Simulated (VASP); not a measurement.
# KF (Fmmm) in VASP: notebook, part 2 of 3

VASP 6.6.1. Earlier steps stand in the parts before.

## 3. Single point, LDA (normal strain along x +0.0525, normal strain along z -0.0375)

INCAR

```
PREC     = Accurate       # precision mode
ENCUT    = 520            # plane-wave cutoff, eV
EDIFF    = 1E-6           # SCF threshold, eV
ISMEAR   = 0              # smearing method
SIGMA    = 0.05           # smearing width, eV
LREAL    = F              # projectors in reciprocal space
LASPH    = T              # aspherical terms in the spheres
NELM     = 60             # most SCF steps
ALGO     = Normal         # electronic algorithm
ISIF     = 2              # what is computed and relaxed
LWAVE    = F              # write WAVECAR
LCHARG   = F              # write CHGCAR
GGA      = CA             # functional
NBANDS   = 15             # bands
```

KPOINTS

```
regular mesh
0
Gamma
  8 8 8
```

POSCAR

```
KF
1.0
    0.0000000000      2.5817196783      2.4849051904
    2.7172599614      0.0000000000      2.4849051904
    2.7172599614      2.5817196783      0.0000000000
K F
1 1
Direct
    0.0000000000      0.0000000000      0.0000000000
    0.5000000000      0.5000000000      0.5000000000
```

Potentials or basis: VASP PAW LDA potentials, release 64 (K_sv, F).

On the command line:

```
$ cat potpaw_LDA.64/K_sv/POTCAR potpaw_LDA.64/F/POTCAR > POTCAR
$ mpirun -np 1 vasp_std > vasp.out
```

OUTCAR:

```text
PREC = Accurate
   ENCUT = 520
   EDIFF = 1E-6
   ISMEAR = 0
   LREAL = F
   LASPH = T
   NELM = 60
   ISIF = 2
   GGA = CA

 ion  position               nearest neighbor table
   1  0.000  0.000  0.000-   2 2.48   2 2.48   2 2.58   2 2.58   2 2.72   2 2.72
   2  0.500  0.500  0.500-   1 2.48   1 2.48   1 2.58   1 2.58   1 2.72   1 2.72

  LATTYP: Found a face centered orthorhombic cell.
 ALAT       =     4.9698103808
 B/A-ratio  =     1.0389610389
 C/A-ratio  =     1.0935064935

  Lattice vectors:

 A1 = (   2.7172599614,  -2.5817196783,   0.0000000000)
 A2 = (   2.7172599614,   0.0000000000,   2.4849051904)
 A3 = (   0.0000000000,  -2.5817196783,   2.4849051904)

Analysis of symmetry for initial positions (statically):
=====================================================================
 Subroutine PRICEL returns:
 Original cell was already a primitive cell.

 Routine SETGRP: Setting up the symmetry group for a
 face centered orthorhombic supercell.

 Subroutine GETGRP returns: Found  8 space group operations
 (whereof  8 operations were pure point group operations)
 out of a pool of  8 trial point group operations.

The static configuration has the point symmetry D_2h.

Analysis of symmetry for dynamics (positions and initial velocities):
=====================================================================
 Subroutine PRICEL returns:
 Original cell was already a primitive cell.

 Routine SETGRP: Setting up the symmetry group for a
 face centered orthorhombic supercell.

 Subroutine GETGRP returns: Found  8 space group operations
 (whereof  8 operations were pure point group operations)
 out of a pool of  8 trial point group operations.

The dynamic configuration has the point symmetry D_2h.

 Subroutine INISYM returns: Found  8 space group operations
 (whereof  8 operations are pure point group operations),
 and found     1 'primitive' translations

[... 115 lines left out ...]
  volume/ion in A,a.u.               =      17.43       117.64
  Fermi-wavevector in a.u.,A,eV,Ry     =   1.262762  2.386274 21.695409  1.594568
  Thomas-Fermi vector in A             =   2.396153
   LORBIT       =      0    0 simple, 1 ext, 2 COOP (PROOUT), +10 PAW based schemes
   GGA     = CA    functional components
   LHFCALC =     F    Hartree Fock is set to
   AEXX    =    0.0000 exact exchange contribution
   IVDW    =     0    specifies the selected vdW correction
   LEPSILON=     F    determine dielectric tensor
   LRPA    =     F    only Hartree local field effects (RPA)
 non-spin polarized calculation
 Gauss-broadening in eV      SIGMA  =   0.05
  energy-cutoff  :      520.00
  volume of cell :       34.86
 maximum number of plane-waves:       954
   NGX = 13   NGY = 13   NGZ = 13

 number of electron      16.0000001 magnetization

 Free energy of the ion-electron system (eV)
  ---------------------------------------------------
  ext. energy  EPLUGINS =         0.00000000
  ---------------------------------------------------
  free energy    TOTEN  =        -9.03839802 eV

  energy without entropy =       -9.03839802  energy(sigma->0) =       -9.03839802

 E-fermi :  -2.5540     XC(G=0):  -9.5393

 val. band max:       -2.8548429039   @ k =   0.0000   0.0000   0.0000
 cond. band min:       3.2567841276   @ k =   0.0000   0.0000   0.0000
 fundamental gap:      6.1116270315
 Fermi energy:        -2.5540045051

 k-point     1 :       0.0000    0.0000    0.0000
  band No.  band energies     occupation
      1     -28.3627      2.00000
      2     -21.2369      2.00000
      3     -11.7739      2.00000
      4     -11.7533      2.00000
      5     -11.7408      2.00000
      6      -3.0580      2.00000
      7      -2.9696      2.00000
      8      -2.8548      2.00000
      9       3.2568      0.00000
     10       7.4973      0.00000
     11       7.8500      0.00000
     12       8.0914      0.00000
     13       9.2810      0.00000
     14      10.1044      0.00000
[... 401 lines left out ...]
      2     -21.3632      2.00000
      3     -12.0368      2.00000
      4     -11.8604      2.00000
      5     -11.8277      2.00000
      6      -3.6855      2.00000
      7      -3.3133      2.00000
      8      -3.2010      2.00000
      9       5.8283      0.00000
     10       6.8007      0.00000
     11       9.1189      0.00000
     12       9.5148      0.00000
     13      10.8635      0.00000
     14      11.2399      0.00000
     15      15.3215      0.00000

 [... further k-points ...]
[... 5 lines left out ...]
  --------------------------------------------------------------------------------------
  -------------------------------------------------------------------------------------
  Total       -0.6510333      0.0247260      0.8637768      0.0000000     -0.0000000      0.0000000
  in kB      -29.9180778      1.1362787     39.6946539      0.0000000     -0.0000000      0.0000000
  external PRESSURE =       3.6376183 kB  Pullay stress =       0.0000000 kB

 VOLUME and BASIS-vectors are now :
 -----------------------------------------------------------------------------
  energy-cutoff  :      520.00
  volume of cell :       34.86
      direct lattice vectors                 reciprocal lattice vectors
     0.000000000  2.581719678  2.484905190    -0.184008894  0.193669361  0.201214920
     2.717259961  0.000000000  2.484905190     0.184008894 -0.193669361  0.201214920
     2.717259961  2.581719678  0.000000000     0.184008894  0.193669361 -0.201214920

 POSITION                                       TOTAL-FORCE (eV/Angst)
 -----------------------------------------------------------------------------------
      0.00000      0.00000      0.00000         0.000000      0.000000     -0.000000
      2.71726      2.58172      2.48491         0.000000      0.000000      0.000000
 -----------------------------------------------------------------------------------
    total drift:                                0.000000      0.000000      0.000000

  FREE ENERGIE OF THE ION-ELECTRON SYSTEM (eV)
  ---------------------------------------------------
  free  energy   TOTEN  =        -9.0383980217 eV

  energy  without entropy=       -9.0383980217  energy(sigma->0) =       -9.03839802
```

stdout:

```text
POSCAR found type information on POSCAR K F
 POSCAR found :  2 types and       2 ions
 scaLAPACK will be used
 LDA part: xc-table for (Slater(with rela. corr.)+CA(PZ))
 , standard interpolation
 POSCAR, INCAR and KPOINTS ok, starting setup
 FFT: planning ... GRIDC
 FFT: planning ... GRID_SOFT
 FFT: planning ... GRID
 WAVECAR not read
 entering main loop
```

It took 20 s on 1 thread of Intel Xeon 6975P-C (Granite Rapids), shared host; peak memory 0.16 GiB.

What came out:

```yaml
Free_energy: -9.0384 eV
Pressure: 0.4 GPa
Band_gap_on_the_k_mesh: 6.11 eV, direct
```

Levels at points of the mesh, in eV from the valence-band top:
| k point | band 4 | band 5 | band 6 | band 7 | band 8 | band 9 | band 10 | band 11 | band 12 | band 13 |
| --- | --- | --- | --- | --- | --- | --- | --- | --- | --- | --- |
| (0.00, 0.00, 0.00) | -8.90 | -8.89 | -0.20 | -0.11 | 0.00 | 6.11 | 10.35 | 10.70 | 10.95 | 12.14 |
| (0.50, 0.00, 0.00) | -8.98 | -8.87 | -1.08 | -0.59 | -0.57 | 9.01 | 10.75 | 12.07 | 12.58 | 14.71 |
| (0.50, 0.50, 0.00) | -9.30 | -9.21 | -0.25 | -0.13 | -0.09 | 7.68 | 10.58 | 12.37 | 13.96 | 14.44 |
| (0.50, 0.00, 0.50) | -9.30 | -9.13 | -0.25 | -0.25 | 0.00 | 7.86 | 10.49 | 12.02 | 13.95 | 14.30 |
| (0.00, 0.50, 0.50) | -9.19 | -9.10 | -0.40 | -0.15 | -0.02 | 8.02 | 10.53 | 11.56 | 14.00 | 14.57 |

Caveat: the cell differs from its parent crystal (normal strain along x +0.0525, normal strain along z -0.0375).

[end of part 2 of 3]
